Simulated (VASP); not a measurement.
# Ta4O (Im-3m) in VASP: notebook

Runs on Ta4O. Level: PBE. Tasks: single point, relaxation of cell and atoms.

Everything below comes from runs of VASP 6.6.1. Logs are shortened: lines on timing, memory, paths and dates and some standing lists are left out, and cuts for length are marked.

## 1. The cell of the first run

Symmetry: Im-3m, No. 229, cubic system. Conventional cell: a = 5.545 Å, b = 5.545 Å, c = 5.545 Å, α = 90.00°, β = 90.00°, γ = 90.00°. Within 3.2 Å of Ta (site symmetry -3m) lie 2 O at 2.40 Å and 6 Ta at 2.77 Å. Within 3.2 Å of O (site symmetry m-3m) lie 8 Ta at 2.40 Å.

## 2. Single point, PBE

INCAR

```
SYSTEM = Ta4O
PREC     = Accurate       ! precision mode
ENCUT    = 520            ! plane-wave cutoff, eV
EDIFF    = 1E-6           ! SCF threshold, eV
ISMEAR   = 0              ! smearing method
SIGMA    = 0.1            ! smearing width, eV
LREAL    = .False.        ! projectors in reciprocal space
LASPH    = .True.         ! aspherical terms in the spheres
NELM     = 100            ! most SCF steps
ALGO     = Normal         ! electronic algorithm
ISIF     = 2              ! what is computed and relaxed
LWAVE    = .False.        ! write WAVECAR
LCHARG   = .True.         ! write CHGCAR
GGA      = PE             ! functional
LELF     = .True.         ! ELF
LVHAR    = .True.       
NBANDS   = 33             ! bands
```

KPOINTS

```
regular mesh
0
Gamma
  10 10 10
  0 0 0
```

POSCAR

```
Ta4O
1.0
   -2.7723883830      2.7723883830      2.7723883830
    2.7723883830     -2.7723883830      2.7723883830
    2.7723883830      2.7723883830     -2.7723883830
Ta O
4 1
Direct
    0.5000000000      0.5000000000      0.5000000000
    0.0000000000      0.0000000000      0.5000000000
    0.0000000000      0.5000000000      0.0000000000
    0.5000000000      0.0000000000      0.0000000000
    0.0000000000      0.0000000000      0.0000000000
```

Potentials or basis: VASP PAW PBE potentials, release 64 (Ta_pv, O).

Started as:

```bash
$ cat potpaw_PBE.64/Ta_pv/POTCAR potpaw_PBE.64/O/POTCAR > POTCAR
$ mpirun -np 1 vasp_std > vasp.out
```

OUTCAR:

```text
SYSTEM = Ta4O
   PREC = Accurate
   ENCUT = 520
   EDIFF = 1E-6
   ISMEAR = 0
   LREAL = .False.
   LASPH = .True.
   NELM = 100
   ISIF = 2
   GGA = PE

 ion  position               nearest neighbor table
   1  0.500  0.500  0.500-   5 2.40   5 2.40   4 2.77   2 2.77   4 2.77   3 2.77   2 2.77   3 2.77

   2  0.000  0.000  0.500-   5 2.40   5 2.40   4 2.77   1 2.77   3 2.77   3 2.77   4 2.77   1 2.77

   3  0.000  0.500  0.000-   5 2.40   5 2.40   4 2.77   1 2.77   2 2.77   2 2.77   1 2.77   4 2.77

   4  0.500  0.000  0.000-   5 2.40   5 2.40   3 2.77   1 2.77   1 2.77   2 2.77   2 2.77   3 2.77

   5  0.000  0.000  0.000-   1 2.40   2 2.40   3 2.40   4 2.40   2 2.40   3 2.40   4 2.40   1 2.40

  LATTYP: Found a body centered cubic cell.
 ALAT       =     5.5447767660

  Lattice vectors:

 A1 = (  -2.7723883830,   2.7723883830,   2.7723883830)
 A2 = (   2.7723883830,  -2.7723883830,   2.7723883830)
 A3 = (   2.7723883830,   2.7723883830,  -2.7723883830)

Analysis of symmetry for initial positions (statically):
=====================================================================
 Subroutine PRICEL returns:
 Original cell was already a primitive cell.

 Routine SETGRP: Setting up the symmetry group for a
 body centered cubic supercell.

 Subroutine GETGRP returns: Found 48 space group operations
 (whereof 48 operations were pure point group operations)
 out of a pool of 48 trial point group operations.

The static configuration has the point symmetry O_h .

Analysis of symmetry for dynamics (positions and initial velocities):
=====================================================================
 Subroutine PRICEL returns:
 Original cell was already a primitive cell.

 Routine SETGRP: Setting up the symmetry group for a
 body centered cubic supercell.

 Subroutine GETGRP returns: Found 48 space group operations
 (whereof 48 operations were pure point group operations)
 out of a pool of 48 trial point group operations.

The dynamic configuration has the point symmetry O_h .

 Subroutine INISYM returns: Found 48 space group operations
 (whereof 48 operations are pure point group operations),
 and found     1 'primitive' translations

----------------------------------------------------------------------------------------

                                     Primitive cell

  volume of cell :      85.2358

  direct lattice vectors                    reciprocal lattice vectors
    -2.772388383  2.772388383  2.772388383     0.000000000  0.180349912  0.180349912
     2.772388383 -2.772388383  2.772388383     0.180349912  0.000000000  0.180349912
     2.772388383  2.772388383 -2.772388383     0.180349912  0.180349912  0.000000000

  length of vectors
     4.801917538  4.801917538  4.801917538     0.255053291  0.255053291  0.255053291

  position of ions in fractional coordinates (direct lattice)
     0.500000000  0.500000000  0.500000000
     0.000000000  0.000000000  0.500000000
     0.000000000  0.500000000  0.000000000
     0.500000000  0.000000000  0.000000000
     0.000000000  0.000000000  0.000000000

  ion indices of the primitive-cell ions
   primitive index   ion index
                 1           1
                 2           2
                 3           3
                 4           4
                 5           5

----------------------------------------------------------------------------------------

 KPOINTS: regular mesh

Automatic generation of k-mesh.
 Grid dimensions read from file:
 generate k-points for:   10   10   10

 Generating k-lattice:

  Cartesian coordinates                     Fractional coordinates (reciprocal lattice)
     0.000000000  0.018034991  0.018034991     0.100000000  0.000000000  0.000000000
     0.018034991  0.000000000  0.018034991     0.000000000  0.100000000  0.000000000
     0.018034991  0.018034991  0.000000000     0.000000000  0.000000000  0.100000000

  Length of vectors
     0.025505329  0.025505329  0.025505329

  Shift w.r.t. Gamma in fractional coordinates (k-lattice)
     0.000000000  0.000000000  0.000000000

 Subroutine IBZKPT returns following result:
 ===========================================

 Found     47 irreducible k-points:

 Following reciprocal coordinates:
            Coordinates               Weight
  0.000000  0.000000  0.000000      1.000000
  0.100000  0.000000  0.000000     12.000000
  0.200000  0.000000  0.000000     12.000000
  0.300000  0.000000  0.000000     12.000000
  0.400000  0.000000  0.000000     12.000000
  0.500000  0.000000  0.000000      6.000000
[... 16 lines left out ...]
  0.300000  0.300000  0.100000      8.000000
 -0.300000  0.300000  0.100000     24.000000
 [... further k-points ...]
   k-points           NKPTS =     47   k-points in BZ     NKDIM =     47   number of bands    NBANDS=     33
   number of dos      NEDOS =    301   number of ions     NIONS =      5
   total plane-waves  NPLWV =  46656
   dimension x,y,z NGX =    36 NGY =   36 NGZ =   36
[... 30 lines left out ...]
   EFERMI_NEDOS =   21; number of points for ismear=-14 and -15
   IALGO  =     38    algorithm
   IMIX   =      4    mixing-type and parameters
     AMIX     =   0.40;   BMIX     =  1.00
     AMIX_MAG =   1.60;   BMIX_MAG =  1.00
  volume/ion in A,a.u.               =      17.05       115.04
  Fermi-wavevector in a.u.,A,eV,Ry     =   1.370432  2.589741 25.552875  1.878083
  Thomas-Fermi vector in A             =   2.496219
   LORBIT       =      0    0 simple, 1 ext, 2 COOP (PROOUT), +10 PAW based schemes
   GGA     = PE    functional components
   LHFCALC =     F    Hartree Fock is set to
   AEXX    =    0.0000 exact exchange contribution
   IVDW    =     0    specifies the selected vdW correction
   LEPSILON=     F    determine dielectric tensor
   LRPA    =     F    only Hartree local field effects (RPA)
 non-spin polarized calculation
 Gauss-broadening in eV      SIGMA  =   0.10
  energy-cutoff  :      520.00
  volume of cell :       85.24
 maximum number of plane-waves:      2328
   NGX = 17   NGY = 17   NGZ = 17

 number of electron      50.0000001 magnetization

 Free energy of the ion-electron system (eV)
  ---------------------------------------------------
  ext. energy  EPLUGINS =         0.00000000
  ---------------------------------------------------
  free energy    TOTEN  =       -49.64575215 eV

  energy without entropy =      -49.62704679  energy(sigma->0) =      -49.63639947

 E-fermi :   5.6921     XC(G=0): -12.0939

 val. band max:        5.6895271558   @ k =   0.5000   0.5000   0.1000
 cond. band min:       5.6984712721   @ k =  -0.4000  -0.4000   0.1000
 fundamental gap:      0.0089441163
 Fermi energy:         5.6920672177

 k-point     1 :       0.0000    0.0000    0.0000
  band No.  band energies     occupation
      1     -29.5438      2.00000
      2     -29.5438      2.00000
      3     -29.5438      2.00000
      4     -29.2243      2.00000
      5     -29.2243      2.00000
      6     -29.2243      2.00000
[... 25 lines left out ...]
     32      10.1802      0.00000
     33      10.1802      0.00000

 k-point     2 :       0.1000    0.0000    0.0000
  band No.  band energies     occupation
      1     -29.5383      2.00000
      2     -29.5345      2.00000
      3     -29.5167      2.00000
      4     -29.2151      2.00000
      5     -29.2136      2.00000
      6     -29.1978      2.00000
[... 25 lines left out ...]
     32      10.0534      0.00000
     33      10.1179      0.00000

 k-point     3 :       0.2000    0.0000    0.0000
  band No.  band energies     occupation
      1     -29.5247      2.00000
      2     -29.5119      2.00000
      3     -29.4382      2.00000
      4     -29.1849      2.00000
      5     -29.1783      2.00000
      6     -29.1206      2.00000
[... 25 lines left out ...]
     32       9.3170      0.00000
     33       9.6860      0.00000

 k-point     4 :       0.3000    0.0000    0.0000
  band No.  band energies     occupation
      1     -29.5097      2.00000
      2     -29.4875      2.00000
      3     -29.3160      2.00000
      4     -29.1289      2.00000
      5     -29.1130      2.00000
      6     -28.9998      2.00000
[... 673 lines left out ...]
     32       8.7851      0.00000
     33       9.0039      0.00000

 k-point    23 :       0.3000    0.3000    0.1000
  band No.  band energies     occupation
      1     -29.3695      2.00000
      2     -29.1558      2.00000
      3     -29.1061      2.00000
      4     -29.1061      2.00000
      5     -28.9310      2.00000
      6     -28.9310      2.00000
[... 25 lines left out ...]
     32       7.6721      0.00000
     33       7.7641      0.00000

 k-point    24 :      -0.3000    0.3000    0.1000
  band No.  band energies     occupation
      1     -29.5827      2.00000
      2     -29.4255      2.00000
      3     -29.3299      2.00000
      4     -29.2183      2.00000
      5     -28.9934      2.00000
      6     -28.9517      2.00000
[... 25 lines left out ...]
     32       8.5806      0.00000
     33       8.9337      0.00000

 [... further k-points ...]
[... 5 lines left out ...]
  --------------------------------------------------------------------------------------
  -------------------------------------------------------------------------------------
  Total        0.1075092      0.1075092      0.1075092      0.0000000     -0.0000000      0.0000000
  in kB        2.0208497      2.0208497      2.0208497      0.0000000     -0.0000000      0.0000000
  external PRESSURE =       2.0208497 kB  Pullay stress =       0.0000000 kB

 VOLUME and BASIS-vectors are now :
 -----------------------------------------------------------------------------
  energy-cutoff  :      520.00
  volume of cell :       85.24
      direct lattice vectors                 reciprocal lattice vectors
    -2.772388383  2.772388383  2.772388383     0.000000000  0.180349912  0.180349912
     2.772388383 -2.772388383  2.772388383     0.180349912  0.000000000  0.180349912
     2.772388383  2.772388383 -2.772388383     0.180349912  0.180349912  0.000000000

 POSITION                                       TOTAL-FORCE (eV/Angst)
 -----------------------------------------------------------------------------------
      1.38619      1.38619      1.38619        -0.000000     -0.000000     -0.000000
      1.38619      1.38619     -1.38619         0.000000      0.000000      0.000000
      1.38619     -1.38619      1.38619        -0.000000      0.000000     -0.000000
     -1.38619      1.38619      1.38619        -0.000000     -0.000000      0.000000
      0.00000      0.00000      0.00000        -0.000000      0.000000     -0.000000
 -----------------------------------------------------------------------------------
    total drift:                                0.000000     -0.000000      0.000000

  FREE ENERGIE OF THE ION-ELECTRON SYSTEM (eV)
  ---------------------------------------------------
  free  energy   TOTEN  =       -49.6457521472 eV

  energy  without entropy=      -49.6270467862  energy(sigma->0) =      -49.63639947
```

It took 2.2 min on 1 thread of Intel Xeon 6975P-C, shared host; peak memory 0.27 GiB.

What came out:

```
Free energy            : -49.6458 eV
Pressure               : 0.2 GPa
Band gap on the k mesh : zero (band 25 reaches 6.31 eV, above the bottom of band 26 at 5.15 eV)
```

Caveat: spin-orbit coupling is left out, which moves the levels of the heavy elements.

## 3. Single point, PBE

INCAR

```
PREC     = Accurate       # precision mode
ENCUT    = 520            # plane-wave cutoff, eV
EDIFF    = 1E-6           # SCF threshold, eV
ISMEAR   = 0              # smearing method
SIGMA    = 0.1            # smearing width, eV
LREAL    = False          # projectors in reciprocal space
LASPH    = True           # aspherical terms in the spheres
NELM     = 80             # most SCF steps
ALGO     = Normal         # electronic algorithm
ISIF     = 2              # what is computed and relaxed
LWAVE    = False          # write WAVECAR
LCHARG   = False          # write CHGCAR
GGA      = PE             # functional
NBANDS   = 33             # bands
```

KPOINTS

```
regular mesh
0
Gamma
  10 10 10
```

POSCAR is that of step 2.

Potentials or basis: VASP PAW PBE potentials, release 64 (Ta_pv, O).

Started as:

```bash
$ cat potpaw_PBE.64/Ta_pv/POTCAR potpaw_PBE.64/O/POTCAR > POTCAR
$ mpirun -np 1 vasp_std > vasp.out
```

Run time: 2.2 min. Hardware: 1 thread of Intel Xeon 6975P-C, shared host; peak memory 0.27 GiB.

Results (log left out):

* Free energy: -49.6458 eV
* Pressure: 0.2 GPa
* Band gap on the k mesh: zero (band 25 reaches 6.31 eV, above the bottom of band 26 at 5.15 eV)

Levels at points of the mesh, in eV from the Fermi level:
| k point | band 21 | band 22 | band 23 | band 24 | band 25 | band 26 | band 27 | band 28 | band 29 | band 30 |
| --- | --- | --- | --- | --- | --- | --- | --- | --- | --- | --- |
| (0.00, 0.00, 0.00) | -3.18 | -2.21 | -2.21 | -2.21 | -0.41 | 2.04 | 2.04 | 2.04 | 2.51 | 2.51 |
| (0.50, 0.00, 0.00) | -1.79 | -1.15 | -0.75 | -0.37 | 0.24 | 0.51 | 0.57 | 0.78 | 0.86 | 1.30 |
| (0.50, 0.50, 0.50) | -2.27 | -2.27 | -0.61 | -0.61 | -0.54 | -0.54 | -0.54 | 1.80 | 1.80 | 1.80 |

Caveat: spin-orbit coupling is left out, which moves the levels of the heavy elements.

## 4. Single point, PBE, collinear spin, ferromagnetic start

This run uses another cell than the first one, of 18.04 Å³/atom, 1.058 times its volume.

INCAR

```
  PREC = Accurate
  ENCUT = 520
  EDIFF = 1E-6
  ISMEAR = 0
  SIGMA = 0.1
  LREAL = False
  LASPH = True
  NELM = 150
  ALGO = Normal
  ISIF = 2
  LWAVE = False
  LCHARG = False
  ISPIN = 2
  MAGMOM = 1 1 1 1 0
  LORBIT = 11
  LMAXMIX = 4
  GGA = PE
  NBANDS = 37
```

KPOINTS

```
regular mesh
0
Gamma
  4 4 4
```

POSCAR: that of step 3 with these lines changed.

```diff
@@ -2,5 +2,5 @@
 1.0
-   -2.7723883830      2.7723883830      2.7723883830
-    2.7723883830     -2.7723883830      2.7723883830
-    2.7723883830      2.7723883830     -2.7723883830
+   -2.8252759000      2.8252759000      2.8252759000
+    2.8252759000     -2.8252759000      2.8252759000
+    2.8252759000      2.8252759000     -2.8252759000
 Ta O
```

Started as:

```bash
$ cat potpaw_PBE.64/Ta_pv/POTCAR potpaw_PBE.64/O/POTCAR > POTCAR
$ mpirun -np 1 vasp_std > vasp.out
```

Wall time 72 s (1 thread of Intel Xeon 6975P-C, shared host); peak memory 0.25 GiB.

It converged, with:

- Free energy: -49.4779 eV
- Pressure: -8.7 GPa
- Band gap on the k mesh: zero (filled and empty bands overlap)
- Net moment: 0.00 μB per cell
- Valence electrons inside the program's atomic spheres: Ta 8.85; O 4.92

Levels at points of the mesh, in eV from the Fermi level:
Spin up:
```tsv
k point	band 22	band 23	band 24	band 25	band 26	band 27	band 28	band 29
(0.00, 0.00, 0.00)	-2.15	-2.15	-2.15	-0.57	1.92	1.92	1.92	2.37
(0.50, 0.00, 0.00)	-1.04	-0.78	-0.35	0.25	0.36	0.44	0.67	0.75
(0.50, 0.50, 0.50)	-2.13	-0.61	-0.61	-0.51	-0.51	-0.51	1.73	1.73
```
Spin down:
```csv
k point,band 21,band 22,band 23,band 24,band 25,band 26,band 27,band 28,band 29,band 30
"(0.00, 0.00, 0.00)",-2.96,-2.15,-2.15,-2.15,-0.57,1.92,1.92,1.92,2.37,2.37
"(0.50, 0.00, 0.00)",-1.67,-1.04,-0.78,-0.35,0.25,0.36,0.44,0.67,0.75,1.15
"(0.50, 0.50, 0.50)",-2.13,-2.13,-0.61,-0.61,-0.51,-0.51,-0.51,1.73,1.73,1.73
```

Caveat: the k points lie up to 0.39 Å⁻¹ apart; spin-orbit coupling is left out, which moves the levels of the heavy elements.

## 5. Relaxation of cell and atoms, PBE

This run uses another cell than the first one, of 16.89 Å³/atom, 0.990 times its volume.

INCAR

```
PREC     = Accurate       # precision mode
ENCUT    = 600            # plane-wave cutoff, eV
EDIFF    = 1E-6           # SCF threshold, eV
ISMEAR   = 0              # smearing method
SIGMA    = 0.1            # smearing width, eV
LREAL    = F              # projectors in reciprocal space
LASPH    = T              # aspherical terms in the spheres
NELM     = 100            # most SCF steps
ALGO     = Normal         # electronic algorithm
ISIF     = 3              # what is computed and relaxed
LWAVE    = F              # write WAVECAR
LCHARG   = F              # write CHGCAR
GGA      = PE             # functional
IBRION   = 2              # ionic algorithm
NSW      = 100            # ionic steps
EDIFFG   = -0.01          # ionic threshold
```

KPOINTS

```
regular mesh
0
Gamma
  10 10 10
```

POSCAR: that of step 4 with these lines changed.

```diff
@@ -2,5 +2,5 @@
 1.0
-   -2.8252759000      2.8252759000      2.8252759000
-    2.8252759000     -2.8252759000      2.8252759000
-    2.8252759000      2.8252759000     -2.8252759000
+   -2.7635759965      2.7635759965      2.7635759965
+    2.7635759965     -2.7635759965      2.7635759965
+    2.7635759965      2.7635759965     -2.7635759965
 Ta O
```

Started as:

```bash
$ cat potpaw_PBE.64/Ta_pv/POTCAR potpaw_PBE.64/O/POTCAR > POTCAR
$ mpirun -np 1 vasp_std > vasp.out
```

It took 6.7 min on 1 thread of Intel Xeon 6975P-C, shared host; peak memory 0.32 GiB.

Results (log left out):

```yaml
Free_energy: -49.6483 eV
Relaxed_volume: 17.07 Å³/atom
Relaxed_cell: a = 4.804 Å, b = 4.804 Å, c = 4.804 Å, α = 109.47°, β = 109.47°, γ = 109.47°
Space_group_after_relaxing_to_0.05_Å: Im-3m (No. 229)
Energy_gained_by_relaxing: 1.0 meV/atom
Ionic_steps: 3
Pressure_after_relaxing: 0.0 GPa
Band_gap_on_the_k_mesh: zero (band 25 reaches 6.29 eV, above the bottom of band 26 at 5.14 eV)
```

The path:
```csv
step,energy change (eV),largest force (eV/Å),pressure (GPa),volume (Å³)
1,0.0000,0.0000,1.73,84.43
2,0.0051,0.0000,-2.36,86.68
3,-0.0049,0.0000,0.00,85.34
```

Final structure:
```xyz
5
Lattice="-2.7735 2.7735 2.7735 2.7735 -2.7735 2.7735 2.7735 2.7735 -2.7735" Properties=species:S:1:pos:R:3 pbc="T T T"
Ta    1.3868    1.3868    1.3868
Ta    1.3868    1.3868   -1.3868
Ta    1.3868   -1.3868    1.3868
Ta   -1.3868    1.3868    1.3868
O     0.0000    0.0000    0.0000
```

Levels at points of the mesh, in eV from the Fermi level:
| k point | band 21 | band 22 | band 23 | band 24 | band 25 | band 26 | band 27 | band 28 | band 29 | band 30 |
| --- | --- | --- | --- | --- | --- | --- | --- | --- | --- | --- |
| (0.00, 0.00, 0.00) | -3.18 | -2.21 | -2.21 | -2.21 | -0.41 | 2.04 | 2.04 | 2.04 | 2.51 | 2.51 |
| (0.50, 0.00, 0.00) | -1.79 | -1.15 | -0.76 | -0.37 | 0.24 | 0.51 | 0.56 | 0.78 | 0.86 | 1.30 |
| (0.50, 0.50, 0.50) | -2.27 | -2.27 | -0.61 | -0.61 | -0.54 | -0.54 | -0.54 | 1.80 | 1.80 | 1.80 |

Caveat: spin-orbit coupling is left out, which moves the levels of the heavy elements.

## 6. Overview

| task | spin | cell | k mesh | cutoff (eV) | gap on the mesh (eV) | pressure (GPa) |
| --- | --- | --- | --- | --- | --- | --- |
| single point | off | a = 4.802 Å, angles 109.5°, 5 atoms | 10 × 10 × 10 | 520 | none | 0.2 |
| single point | collinear, ferromagnetic start | a = 4.894 Å, angles 109.5°, 5 atoms | 4 × 4 × 4 | 520 | none | -8.7 |
| relaxation of cell and atoms | off | relaxed from a = 4.787 Å, angles 109.5°, 5 atoms | 10 × 10 × 10 | 600 | none | 0.0 |

Alike in all rows: level PBE; potentials or basis VASP PAW PBE potentials, release 64 (Ta_pv, O); smearing gaussian 0.1 eV.

Caveats: some runs use coarse meshes; spin-orbit coupling is left out, which moves the levels of the heavy elements.

Absolute energies hang on the potentials; compare differences alone.
